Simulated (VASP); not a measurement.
# Si (Cmmm) in VASP: a series of runs, part 2 of 2

VASP 6.6.1. Earlier steps stand in the parts before.

**3. Single point, LDA (strain +0.0375 x Voigt [0, 1, 0, 0, 0, 0])**

INCAR

```
SYSTEM = Si
  PREC = Accurate
  ENCUT = 520
  EDIFF = 1E-7
  ISMEAR = 0
  SIGMA = 0.15
  LREAL = .FALSE.
  LASPH = .TRUE.
  NELM = 80
  ALGO = Normal
  ISIF = 2
  LWAVE = .FALSE.
  LCHARG = .FALSE.
  NBANDS = 8
```

KPOINTS

```
Automatic mesh
0
G
  24 24 20
  0 0 0
```

POSCAR

```
Si
1.0
    2.6205428149      0.0000000000      0.0000000000
   -1.3102714075      2.3545612737      0.0000000000
    0.0000000000      0.0000000000      2.4663543900
Si
1
Direct
    0.0000000000      0.0000000000      0.0000000000
```

Potentials or basis: VASP PAW LDA potentials, release 64 (Si).

On the command line:

```bash
> cat potpaw_LDA.64/Si/POTCAR > POTCAR
> mpirun -np 1 vasp_std > vasp.out
```

OUTCAR:

```text
SYSTEM = Si
   PREC = Accurate
   ENCUT = 520
   EDIFF = 1E-7
   ISMEAR = 0
   LREAL = .FALSE.
   LASPH = .TRUE.
   NELM = 80
   ISIF = 2

 ion  position               nearest neighbor table
   1  0.000  0.000  0.000-

  LATTYP: Found a base centered orthorhombic cell.
 ALAT       =     2.6205428149
 B/A-ratio  =     1.7970027128
 C/A-ratio  =     0.9411616463

  Lattice vectors:

 A1 = (   1.3102714075,  -2.3545612737,   0.0000000000)
 A2 = (   1.3102714074,   2.3545612737,   0.0000000000)
 A3 = (   0.0000000000,   0.0000000000,   2.4663543900)

Analysis of symmetry for initial positions (statically):
=====================================================================
 Subroutine PRICEL returns:
 Original cell was already a primitive cell.

 Routine SETGRP: Setting up the symmetry group for a
 base centered orthorhombic supercell.

 Subroutine GETGRP returns: Found  8 space group operations
 (whereof  8 operations were pure point group operations)
 out of a pool of  8 trial point group operations.

The static configuration has the point symmetry D_2h.

Analysis of symmetry for dynamics (positions and initial velocities):
=====================================================================
 Subroutine PRICEL returns:
 Original cell was already a primitive cell.

 Routine SETGRP: Setting up the symmetry group for a
 base centered orthorhombic supercell.

 Subroutine GETGRP returns: Found  8 space group operations
 (whereof  8 operations were pure point group operations)
 out of a pool of  8 trial point group operations.

The dynamic configuration has the point symmetry D_2h.

 Subroutine INISYM returns: Found  8 space group operations
 (whereof  8 operations are pure point group operations),
 and found     1 'primitive' translations

----------------------------------------------------------------------------------------

                                     Primitive cell

  volume of cell :      15.2180

  direct lattice vectors                    reciprocal lattice vectors
     2.620542815  0.000000000  0.000000000     0.381600329  0.212353786  0.000000000
    -1.310271407  2.354561274  0.000000000     0.000000000  0.424707571  0.000000000
     0.000000000  0.000000000  2.466354390     0.000000000  0.000000000  0.405456736

  length of vectors
     2.620542815  2.694581591  2.466354390     0.436706928  0.424707571  0.405456736

  position of ions in fractional coordinates (direct lattice)
     0.000000000  0.000000000  0.000000000

  ion indices of the primitive-cell ions
   primitive index   ion index
                 1           1

----------------------------------------------------------------------------------------

 KPOINTS: Automatic mesh

Automatic generation of k-mesh.
 Grid dimensions read from file:
 generate k-points for:   24   24   20

 Generating k-lattice:

  Cartesian coordinates                     Fractional coordinates (reciprocal lattice)
     0.015900014  0.008848074  0.000000000     0.041666667  0.000000000  0.000000000
     0.000000000  0.017696149  0.000000000     0.000000000  0.041666667  0.000000000
     0.000000000  0.000000000  0.020272837     0.000000000  0.000000000  0.050000000

  Length of vectors
     0.018196122  0.017696149  0.020272837

  Shift w.r.t. Gamma in fractional coordinates (k-lattice)
     0.000000000  0.000000000  0.000000000

 Subroutine IBZKPT returns following result:
 ===========================================

 Found   1727 irreducible k-points:

 Following reciprocal coordinates:
            Coordinates               Weight
  0.000000  0.000000  0.000000      1.000000
  0.041667  0.000000  0.000000      4.000000
  0.083333  0.000000  0.000000      4.000000
  0.125000  0.000000  0.000000      4.000000
  0.166667  0.000000  0.000000      4.000000
  0.208333  0.000000  0.000000      4.000000
[... 16 lines left out ...]
  0.375000  0.041667  0.000000      4.000000
  0.416667  0.041667  0.000000      4.000000
 [... further k-points ...]
   k-points           NKPTS =   1727   k-points in BZ     NKDIM =   1727   number of bands    NBANDS=      8
   number of dos      NEDOS =    301   number of ions     NIONS =      1
   total plane-waves  NPLWV =   7200
   dimension x,y,z NGX =    20 NGY =   20 NGZ =   18
   dimension x,y,z NGXF=    40 NGYF=   40 NGZF=   36
   ions per type =               1
   NGX,Y,Z   is equivalent  to a cutoff of  12.69, 12.34, 12.13 a.u.
   NGXF,Y,Z  is equivalent  to a cutoff of  25.38, 24.68, 24.27 a.u.
 SYSTEM =  Si
   PREC   = accura    normal or accurate (medium, high low for compatibility)
   ISTART =      0    job   : 0-new  1-cont  2-samecut
   ICHARG =      2    charge: 1-file 2-atom 10-const
   ISPIN  =      1    spin polarized calculation?
   LNONCOLLINEAR =      F non collinear calculations
   LSORBIT =      F    spin-orbit coupling
   LASPH  =      T    aspherical Exc in radial PAW
   ENCUT  =  520.0 eV  38.22 Ry    6.18 a.u.   4.87  5.01  4.59*2*pi/ulx,y,z
   NELM   =     80;   NELMIN=  2; NELMDL= -5     # of ELM steps
   EDIFF  = 0.1E-06   stopping-criterion for ELM
   LREAL  =      F    real-space projection
   EDIFFG = 0.1E-05   stopping-criterion for IOM
   NSW    =      0    number of steps for IOM
   IBRION =     -1    ionic relax: 0-MD 1-quasi-New 2-CG
   NFREE  =      0    steps in history (QN), initial steepest desc. (CG)
   ISIF   =      2    stress and relaxation
   ISYM   =      2    0-nonsym 1-usesym 2-fastsym
   POTIM  = 0.5000    time-step for ionic-motion
   TEBEG  =    0.0;   TEEND  =   0.0 temperature during run
   PSTRESS=    0.0 pullay stress
   NELECT =       4.0000    total number of electrons
   NUPDOWN=      -1.0000    fix difference up-down
   EMIN   =  10.00;   EMAX   =-10.00  energy-range for DOS
   EFERMI =   0.00;   METHOD = LEGACY
   ISMEAR =     0;   SIGMA  =   0.15  broadening in eV -4-tet -1-fermi 0-gaus
   EFERMI_NEDOS =   21; number of points for ismear=-14 and -15
   IALGO  =     38    algorithm
   IMIX   =      4    mixing-type and parameters
     AMIX     =   0.40;   BMIX     =  1.00
     AMIX_MAG =   1.60;   BMIX_MAG =  1.00
  volume/ion in A,a.u.               =      15.22       102.70
  Fermi-wavevector in a.u.,A,eV,Ry     =   1.048679  1.981716 14.962704  1.099728
  Thomas-Fermi vector in A             =   2.183611
   LORBIT       =      0    0 simple, 1 ext, 2 COOP (PROOUT), +10 PAW based schemes
   GGA     = CA    functional components
   LHFCALC =     F    Hartree Fock is set to
   AEXX    =    0.0000 exact exchange contribution
   IVDW    =     0    specifies the selected vdW correction
   LEPSILON=     F    determine dielectric tensor
   LRPA    =     F    only Hartree local field effects (RPA)
 non-spin polarized calculation
 Gauss-broadening in eV      SIGMA  =   0.15
  energy-cutoff  :      520.00
  volume of cell :       15.22
 maximum number of plane-waves:       425
   NGX =  9   NGY =  9   NGZ =  9

 number of electron       4.0000000 magnetization

 Free energy of the ion-electron system (eV)
  ---------------------------------------------------
  ext. energy  EPLUGINS =         0.00000000
  ---------------------------------------------------
  free energy    TOTEN  =        -5.72787592 eV

  energy without entropy =       -5.72370706  energy(sigma->0) =       -5.72579149

 E-fermi :   9.1967     XC(G=0): -11.0020

 val. band max:        9.1925070503   @ k =   0.1667   0.3333   0.4500
 cond. band min:       9.1983417516   @ k =   0.2917   0.1667   0.0500
 fundamental gap:      0.0058347014
 Fermi energy:         9.1966513906

 k-point     1 :       0.0000    0.0000    0.0000
  band No.  band energies     occupation
      1      -4.5821      2.00000
      2      16.8487      0.00000
      3      17.4148      0.00000
      4      18.2356      0.00000
      5      19.0849      0.00000
      6      20.5080      0.00000
      7      21.7329      0.00000
      8      26.5796      0.00000

 k-point     2 :       0.0417    0.0000    0.0000
  band No.  band energies     occupation
      1      -4.5344      2.00000
      2      16.5822      0.00000
      3      17.4543      0.00000
      4      18.0413      0.00000
      5      18.7512      0.00000
      6      20.9496      0.00000
      7      21.5972      0.00000
      8      27.1458      0.00000
[... 221 lines left out ...]
 k-point    23 :       0.3750    0.0417    0.0000
  band No.  band energies     occupation
      1      -0.3389      2.00000
      2       5.3106      2.00000
      3      12.8846      0.00000
      4      16.5098      0.00000
      5      20.8248      0.00000
      6      24.3957      0.00000
      7      26.2336      0.00000
      8      30.0161      0.00000

 k-point    24 :       0.4167    0.0417    0.0000
  band No.  band energies     occupation
      1       0.5624      2.00000
      2       4.0714      2.00000
      3      12.7642      0.00000
      4      16.3168      0.00000
      5      21.4475      0.00000
      6      25.1381      0.00000
      7      25.3393      0.00000
      8      29.1512      0.00000

 [... further k-points ...]
[... 5 lines left out ...]
  --------------------------------------------------------------------------------------
  -------------------------------------------------------------------------------------
  Total       -0.4133171     -0.5333812     -0.2643597      0.0000000      0.0000000      0.0000000
  in kB      -43.5148242    -56.1554003    -27.8322956      0.0000000      0.0000000      0.0000000
  external PRESSURE =     -42.5008400 kB  Pullay stress =       0.0000000 kB

 VOLUME and BASIS-vectors are now :
 -----------------------------------------------------------------------------
  energy-cutoff  :      520.00
  volume of cell :       15.22
      direct lattice vectors                 reciprocal lattice vectors
     2.620542815  0.000000000  0.000000000     0.381600329  0.212353786  0.000000000
    -1.310271407  2.354561274  0.000000000     0.000000000  0.424707571  0.000000000
     0.000000000  0.000000000  2.466354390     0.000000000  0.000000000  0.405456736

 POSITION                                       TOTAL-FORCE (eV/Angst)
 -----------------------------------------------------------------------------------
      0.00000      0.00000      0.00000         0.000000      0.000000      0.000000
 -----------------------------------------------------------------------------------
    total drift:                               -0.000000     -0.000000      0.000000

  FREE ENERGIE OF THE ION-ELECTRON SYSTEM (eV)
  ---------------------------------------------------
  free  energy   TOTEN  =        -5.7278759175 eV

  energy  without entropy=       -5.7237070562  energy(sigma->0) =       -5.72579149
```

stdout:

```text
POSCAR found type information on POSCAR Si
 POSCAR found :  1 types and       1 ions
 scaLAPACK will be used
 LDA part: xc-table for (Slater(with rela. corr.)+CA(PZ))
 , standard interpolation
 POSCAR, INCAR and KPOINTS ok, starting setup
 FFT: planning ... GRIDC
 FFT: planning ... GRID_SOFT
 FFT: planning ... GRID
 WAVECAR not read
 entering main loop
```

Wall time 76 s (1 thread of AMD EPYC 9R45 (Zen 5), shared host); peak memory 0.23 GiB.

Results:

```
Free energy            : -5.7279 eV
Pressure               : -4.3 GPa
Band gap on the k mesh : zero (band 2 reaches 16.85 eV, above the bottom of band 3 at 4.86 eV)
```

Stress tensor (GPa, compression positive):
```
-4.35  0.00  0.00
 0.00 -5.62  0.00
 0.00  0.00 -2.78
```

Caveat: the cell differs from its parent crystal (strain +0.0375 x Voigt [0, 1, 0, 0, 0, 0]).
